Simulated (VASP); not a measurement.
A run of VASP 6.6.1 is set up as follows.

Contents of INCAR:

```
  PREC = Accurate
  ENCUT = 600
  EDIFF = 1E-7
  ISMEAR = 0
  SIGMA = 0.15
  LREAL = F
  LASPH = T
  NELM = 150
  ALGO = Normal
  ISIF = 3
  LWAVE = F
  LCHARG = F
  ISPIN = 2
  MAGMOM = 4 0 0 0 0 0 0
  LORBIT = 11
  LMAXMIX = 4
  GGA = PE
  IBRION = 2
  NSW = 36
  EDIFFG = -0.08
```

The input KPOINTS:

```
regular mesh
0
Gamma
  3 3 3
```

Contents of POSCAR:

```
FePb2O4
1.0
    5.3002816000      0.0000000000      0.0000000000
   -2.6501408000      4.5901785100      0.0000000000
    0.0000000000      0.0000000000      4.8088465300
Fe Pb O
1 2 4
Direct
    0.0000000000      0.0000000000      0.0000000000
    0.3333333300      0.6666666700      0.0000000000
    0.6666666700      0.3333333300      0.0000000000
    0.3333333300      0.6666666700      0.6282876200
    0.6666666700      0.3333333300      0.6282876200
    0.6666666700      0.3333333300      0.3717123800
    0.3333333300      0.6666666700      0.3717123800
```

Potentials or basis: VASP PAW PBE potentials, release 64 (Fe, Pb_d, O).

Command:

```console
$ cat potpaw_PBE.64/Fe/POTCAR potpaw_PBE.64/Pb_d/POTCAR potpaw_PBE.64/O/POTCAR > POTCAR
$ mpirun -np 1 vasp_std > vasp.out
```

(1) Estimate the net moment.

(2) Predict the space group after relaxing (to 0.05 Å).

(3) Estimate the relaxed cell.

## Answers

(1) -5.20 μB per cell.

(2) P6/mmm (No. 191).

(3) a = 5.329 Å, b = 5.329 Å, c = 6.243 Å, α = 90.00°, β = 90.00°, γ = 120.00°.

Caveat: the k points lie up to 0.45 Å⁻¹ apart in the final cell; the standard files for N, O and F lose accuracy on very short bonds; a cell with one magnetic atom can't hold antiferromagnetic order, which such compounds often take.
